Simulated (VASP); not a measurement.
# NaF (Fm-3m) in VASP: a series of runs

Runs on NaF. Level: PBEsol. Tasks: single point, relaxation of cell and atoms.

All numbers are computed with VASP 6.6.1; they aren't measurements. Logs are shortened: lines on timing, memory, paths and dates and some standing lists are left out, and cuts for length are marked.

### Step 1. The cell of the first run

Symmetry: Fm-3m, No. 225, cubic system. Conventional cell: a = 4.630 Å, b = 4.630 Å, c = 4.630 Å, α = 90.00°, β = 90.00°, γ = 90.00°. Within 3.1 Å of Na (site symmetry m-3m) lie 6 F at 2.32 Å. F (site symmetry m-3m) has 6 Na at 2.32 Å within 3.1 Å.

### Step 2. Single point, PBEsol

INCAR

```
SYSTEM = NaF
PREC     = Accurate       ! precision mode
ENCUT    = 520            ! plane-wave cutoff, eV
EDIFF    = 1E-6           ! SCF threshold, eV
ISMEAR   = -1             ! smearing method
SIGMA    = 0.05           ! smearing width, eV
LREAL    = .False.        ! projectors in reciprocal space
LASPH    = .True.         ! aspherical terms in the spheres
NELM     = 100            ! most SCF steps
ALGO     = Normal         ! electronic algorithm
ISIF     = 2              ! what is computed and relaxed
LWAVE    = .False.        ! write WAVECAR
LCHARG   = .False.        ! write CHGCAR
GGA      = PS             ! functional
NBANDS   = 14             ! bands
```

KPOINTS

```
Automatic mesh
0
Gamma
  18 18 18
  0 0 0
```

POSCAR

```
NaF
1.0
    0.0000000000      2.3151034937      2.3151034937
    2.3151034937      0.0000000000      2.3151034937
    2.3151034937      2.3151034937      0.0000000000
Na F
1 1
Direct
    0.0000000000      0.0000000000      0.0000000000
    0.5000000000      0.5000000000      0.5000000000
```

Potentials or basis: VASP PAW PBE potentials, release 64 (Na_pv, F).

The run is started by

```sh
> cat potpaw_PBE.64/Na_pv/POTCAR potpaw_PBE.64/F/POTCAR > POTCAR
> mpirun -np 1 vasp_std > vasp.out
```

OUTCAR:

```text
SYSTEM = NaF
   PREC = Accurate
   ENCUT = 520
   EDIFF = 1E-6
   ISMEAR = -1
   LREAL = .False.
   LASPH = .True.
   NELM = 100
   ISIF = 2
   GGA = PS

 ion  position               nearest neighbor table
   1  0.000  0.000  0.000-   2 2.32   2 2.32   2 2.32   2 2.32   2 2.32   2 2.32
   2  0.500  0.500  0.500-   1 2.32   1 2.32   1 2.32   1 2.32   1 2.32   1 2.32

  LATTYP: Found a face centered cubic cell.
 ALAT       =     4.6302069874

  Lattice vectors:

 A1 = (   0.0000000000,   2.3151034937,   2.3151034937)
 A2 = (   2.3151034937,   0.0000000000,   2.3151034937)
 A3 = (   2.3151034937,   2.3151034937,   0.0000000000)

Analysis of symmetry for initial positions (statically):
=====================================================================
 Subroutine PRICEL returns:
 Original cell was already a primitive cell.

 Routine SETGRP: Setting up the symmetry group for a
 face centered cubic supercell.

 Subroutine GETGRP returns: Found 48 space group operations
 (whereof 48 operations were pure point group operations)
 out of a pool of 48 trial point group operations.

The static configuration has the point symmetry O_h .

Analysis of symmetry for dynamics (positions and initial velocities):
=====================================================================
 Subroutine PRICEL returns:
 Original cell was already a primitive cell.

 Routine SETGRP: Setting up the symmetry group for a
 face centered cubic supercell.

 Subroutine GETGRP returns: Found 48 space group operations
 (whereof 48 operations were pure point group operations)
 out of a pool of 48 trial point group operations.

The dynamic configuration has the point symmetry O_h .

 Subroutine INISYM returns: Found 48 space group operations
 (whereof 48 operations are pure point group operations),
 and found     1 'primitive' translations

----------------------------------------------------------------------------------------

                                     Primitive cell

  volume of cell :      24.8165

  direct lattice vectors                    reciprocal lattice vectors
     0.000000000  2.315103494  2.315103494    -0.215973066  0.215973066  0.215973066
     2.315103494  0.000000000  2.315103494     0.215973066 -0.215973066  0.215973066
     2.315103494  2.315103494  0.000000000     0.215973066  0.215973066 -0.215973066

  length of vectors
     3.274050759  3.274050759  3.274050759     0.374076324  0.374076324  0.374076324

[... 83 lines left out ...]
   NSW    =      0    number of steps for IOM
   IBRION =     -1    ionic relax: 0-MD 1-quasi-New 2-CG
   NFREE  =      0    steps in history (QN), initial steepest desc. (CG)
   ISIF   =      2    stress and relaxation
   ISYM   =      2    0-nonsym 1-usesym 2-fastsym
   POTIM  = 0.5000    time-step for ionic-motion
   TEBEG  =    0.0;   TEEND  =   0.0 temperature during run
   PSTRESS=    0.0 pullay stress
   NELECT =      14.0000    total number of electrons
   NUPDOWN=      -1.0000    fix difference up-down
   EMIN   =  10.00;   EMAX   =-10.00  energy-range for DOS
   EFERMI =   0.00;   METHOD = LEGACY
   ISMEAR =    -1;   SIGMA  =   0.05  broadening in eV -4-tet -1-fermi 0-gaus
   EFERMI_NEDOS =   21; number of points for ismear=-14 and -15
   IALGO  =     38    algorithm
   IMIX   =      4    mixing-type and parameters
     AMIX     =   0.40;   BMIX     =  1.00
     AMIX_MAG =   1.60;   BMIX_MAG =  1.00
  volume/ion in A,a.u.               =      12.41        83.74
  Fermi-wavevector in a.u.,A,eV,Ry     =   1.352707  2.556246 24.896165  1.829816
  Thomas-Fermi vector in A             =   2.480023
   LORBIT       =      0    0 simple, 1 ext, 2 COOP (PROOUT), +10 PAW based schemes
   GGA     = PS    functional components
   LHFCALC =     F    Hartree Fock is set to
   AEXX    =    0.0000 exact exchange contribution
   IVDW    =     0    specifies the selected vdW correction
   LEPSILON=     F    determine dielectric tensor
   LRPA    =     F    only Hartree local field effects (RPA)
 non-spin polarized calculation
  energy-cutoff  :      520.00
  volume of cell :       24.82
 maximum number of plane-waves:       692
   NGX = 13   NGY = 13   NGZ = 13

 number of electron      13.9999983 magnetization

 Free energy of the ion-electron system (eV)
  ---------------------------------------------------
  ext. energy  EPLUGINS =         0.00000000
  ---------------------------------------------------
  free energy    TOTEN  =        -8.76875220 eV

  energy without entropy =       -8.76875220  energy(sigma->0) =       -8.76875220

 E-fermi :  -1.0294     XC(G=0):  -9.3464

 val. band max:       -2.1656656149   @ k =   0.0000   0.0000   0.0000
 cond. band min:       4.0075690780   @ k =   0.0000   0.0000   0.0000
 fundamental gap:      6.1732346929
 Fermi energy:        -1.0294116305

 k-point     1 :       0.0000    0.0000    0.0000
  band No.  band energies     occupation
      1     -21.2266      2.00000
      2     -20.9280      2.00000
      3     -20.9280      2.00000
      4     -20.9280      2.00000
      5      -2.1657      2.00000
      6      -2.1657      2.00000
      7      -2.1657      2.00000
      8       4.0076      0.00000
      9      16.6942      0.00000
     10      16.6942      0.00000
     11      16.6942      0.00000
     12      19.3819      0.00000
     13      21.7723      0.00000
     14      21.7723      0.00000
[... 377 lines left out ...]
      1     -21.6208      2.00000
      2     -20.9403      2.00000
      3     -20.9315      2.00000
      4     -20.4618      2.00000
      5      -3.0480      2.00000
      6      -2.3189      2.00000
      7      -2.2872      2.00000
      8       5.8447      0.00000
      9      12.9222      0.00000
     10      17.0727      0.00000
     11      17.6692      0.00000
     12      20.0080      0.00000
     13      20.9234      0.00000
     14      22.4457      0.00000

 [... further k-points ...]
[... 5 lines left out ...]
  --------------------------------------------------------------------------------------
  -------------------------------------------------------------------------------------
  Total       -0.0184752     -0.0184752     -0.0184752      0.0000000     -0.0000000      0.0000000
  in kB       -1.1927774     -1.1927774     -1.1927774      0.0000000     -0.0000000      0.0000000
  external PRESSURE =      -1.1927774 kB  Pullay stress =       0.0000000 kB

 VOLUME and BASIS-vectors are now :
 -----------------------------------------------------------------------------
  energy-cutoff  :      520.00
  volume of cell :       24.82
      direct lattice vectors                 reciprocal lattice vectors
     0.000000000  2.315103494  2.315103494    -0.215973066  0.215973066  0.215973066
     2.315103494  0.000000000  2.315103494     0.215973066 -0.215973066  0.215973066
     2.315103494  2.315103494  0.000000000     0.215973066  0.215973066 -0.215973066

 POSITION                                       TOTAL-FORCE (eV/Angst)
 -----------------------------------------------------------------------------------
      0.00000      0.00000      0.00000        -0.000000     -0.000000     -0.000000
      2.31510      2.31510      2.31510         0.000000      0.000000      0.000000
 -----------------------------------------------------------------------------------
    total drift:                                0.000000     -0.000000      0.000000

  FREE ENERGIE OF THE ION-ELECTRON SYSTEM (eV)
  ---------------------------------------------------
  free  energy   TOTEN  =        -8.7687522034 eV

  energy  without entropy=       -8.7687522034  energy(sigma->0) =       -8.76875220
```

stdout:

```text
POSCAR found type information on POSCAR NaF
 POSCAR found :  2 types and       2 ions
 scaLAPACK will be used
 -----------------------------------------------------------------------------
|                                                                             |
|                                                                             |
|     You enforced a specific xc type in the INCAR file but a different       |
|     I HOPE YOU KNOW WHAT YOU ARE DOING!                                     |
|                                                                             |
 -----------------------------------------------------------------------------

 LDA part: xc-table for (Slater+PW92), standard interpolation
 POSCAR, INCAR and KPOINTS ok, starting setup
 FFT: planning ... GRIDC
 FFT: planning ... GRID_SOFT
 FFT: planning ... GRID
 WAVECAR not read
 entering main loop
```

Run time: 41 s. Hardware: 1 thread of AMD EPYC 7R13 (Zen 3), shared host; peak memory 0.14 GiB.

What came out:

* Free energy: -8.7688 eV
* Pressure: -0.1 GPa
* Band gap on the k mesh: 6.17 eV

Levels at points of the mesh, in eV from the valence-band top:
```tsv
k point	band 3	band 4	band 5	band 6	band 7	band 8	band 9	band 10	band 11	band 12
(0.00, 0.00, 0.00)	-18.76	-18.76	0.00	0.00	0.00	6.17	18.86	18.86	18.86	21.55
(0.50, 0.00, 0.00)	-18.77	-18.01	-1.62	-0.26	-0.26	10.62	12.35	20.01	20.01	22.83
(0.50, 0.50, 0.00)	-18.82	-18.80	-1.30	-0.41	-0.41	13.00	13.10	13.55	19.67	19.67
```

Caveat: the PAW data sets were made with another functional, which shifts forces and pressure a little.

### Step 3. Relaxation of cell and atoms, PBEsol

This run uses another cell than the first one, of 12.49 Å³/atom.

INCAR

```
  PREC = Accurate
  ENCUT = 600
  EDIFF = 1E-7
  ISMEAR = -1
  SIGMA = 0.05
  LREAL = F
  LASPH = T
  NELM = 100
  ALGO = Normal
  ISIF = 3
  LWAVE = F
  LCHARG = F
  GGA = PS
  IBRION = 2
  NSW = 100
  EDIFFG = -0.002
```

KPOINTS

```
Automatic mesh
0
Gamma
  18 18 18
```

POSCAR

```
NaF
1.0
    0.0000000000      2.3200000000      2.3200000000
    2.3200000000      0.0000000000      2.3200000000
    2.3200000000      2.3200000000      0.0000000000
Na F
1 1
Direct
    0.0000000000      0.0000000000      0.0000000000
    0.5000000000      0.5000000000      0.5000000000
```

Potentials or basis: VASP PAW PBE potentials, release 64 (Na_pv, F).

The run is started by

```sh
> cat potpaw_PBE.64/Na_pv/POTCAR potpaw_PBE.64/F/POTCAR > POTCAR
> mpirun -np 1 vasp_std > vasp.out
```

Wall time 4.3 min (1 thread of AMD EPYC 7R13 (Zen 3), shared host); peak memory 0.16 GiB.

It converged, with:

```yaml
Free_energy: -8.7710 eV
Relaxed_volume: 12.37 Å³/atom
Relaxed_cell: a = 3.271 Å, b = 3.271 Å, c = 3.271 Å, α = 60.00°, β = 60.00°, γ = 60.00°
Space_group_after_relaxing_to_0.1_Å: Fm-3m (No. 225)
Energy_gained_by_relaxing: 0.2 meV/atom
Ionic_steps: 7
Pressure_after_relaxing: 0.0 GPa
Band_gap_on_the_k_mesh: 6.19 eV
```

The path:
| step | energy change (eV) | largest force (eV/Å) | pressure (GPa) | volume (Å³) |
| --- | --- | --- | --- | --- |
| 1 | 0.0000 | 0.0000 | -0.43 | 24.97 |
| 2 | -0.0003 | 0.0000 | -0.20 | 24.85 |
| 3 | -0.0003 | 0.0000 | -0.07 | 24.79 |
| 4 | -0.0003 | 0.0000 | 0.17 | 24.66 |
| 5 | -0.0003 | 0.0000 | -0.03 | 24.75 |
| 6 | -0.0003 | 0.0000 | 0.08 | 24.72 |
| 7 | -0.0003 | 0.0000 | -0.01 | 24.74 |

Final structure:
```
Na F
1.0
     0.00000    2.31282    2.31282
     2.31282    0.00000    2.31282
     2.31282    2.31282    0.00000
Na F
1 1
Direct
  0.00000 0.00000 0.00000
  0.50000 0.50000 0.50000
```

Levels at points of the mesh, in eV from the valence-band top:
| k point | band 5 | band 6 | band 7 | band 8 | band 9 | band 10 |
| --- | --- | --- | --- | --- | --- | --- |
| (0.00, 0.00, 0.00) | 0.00 | 0.00 | 0.00 | 6.19 | 18.88 | 18.88 |
| (0.50, 0.00, 0.00) | -1.63 | -0.26 | -0.26 | 10.64 | 12.38 | 20.04 |
| (0.50, 0.50, 0.00) | -1.31 | -0.41 | -0.41 | 13.02 | 13.12 | 13.58 |

Caveat: the PAW data sets were made with another functional, which shifts forces and pressure a little. A k mesh can miss the band edges.
